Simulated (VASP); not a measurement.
Here is a VASP 6.6.1 calculation.

INCAR

```
SYSTEM = LiH
PREC = Accurate
ENCUT = 880
EDIFF = 1E-7
ISMEAR = -1
SIGMA = 0.02
LREAL = .False.
LASPH = .True.
NELM = 120
ALGO = Normal
ISIF = 3
LWAVE = .False.
LCHARG = .False.
LDIPOL = .True.
IDIPOL = 3
DIPOL = 0.5 0.5 0.333
GGA = CA
IBRION = 2
NSW = 80
EDIFFG = -0.005
GGA_COMPAT = .False.
NELMIN = 4
NELMDL = -8
LATTICE_CONSTRAINTS = .TRUE. .TRUE. .FALSE.
```

Contents of KPOINTS:

```
Automatic mesh
0
Gamma
  12 12 1
  0 0 0
```

Contents of POSCAR:

```
LiH
1.0
    3.0781424167      0.0000000000      0.0000000000
   -1.5390712083      2.6657495294      0.0000000000
    0.0000000000      0.0000000000     24.6000000000
Li H
1 1
Direct
    0.3333333333      0.6666666667      0.3333336522
    0.6666666667      0.3333333333      0.3333330145
```

Potentials or basis: VASP PAW LDA potentials, release 64 (Li_sv, H).

Launch:

```bash
$ cat potpaw_LDA.64/Li_sv/POTCAR potpaw_LDA.64/H/POTCAR > POTCAR
$ mpirun -np 1 vasp_std > vasp.out
```

Estimate the band gap on the k mesh.

3.26 eV (least direct gap 5.26 eV).

Predict the space group after relaxing (to 0.1 Å).

P-6m2 (No. 187).

What does it give for the relaxed cell?

a = 3.027 Å, b = 3.027 Å, c = 24.600 Å, α = 90.00°, β = 90.00°, γ = 120.00°.

The path:
```tsv
step	energy change (eV)	largest force (eV/Å)	pressure (GPa)	volume (Å³)
1	0.0000	0.0000	-0.12	201.86
2	-0.0021	0.0000	-0.08	199.65
3	-0.0038	0.0000	-0.01	195.63
4	-0.0038	0.0000	0.00	195.21
```

Caveat: the relaxation moved the vacuum too, so the length across it says nothing of the material.
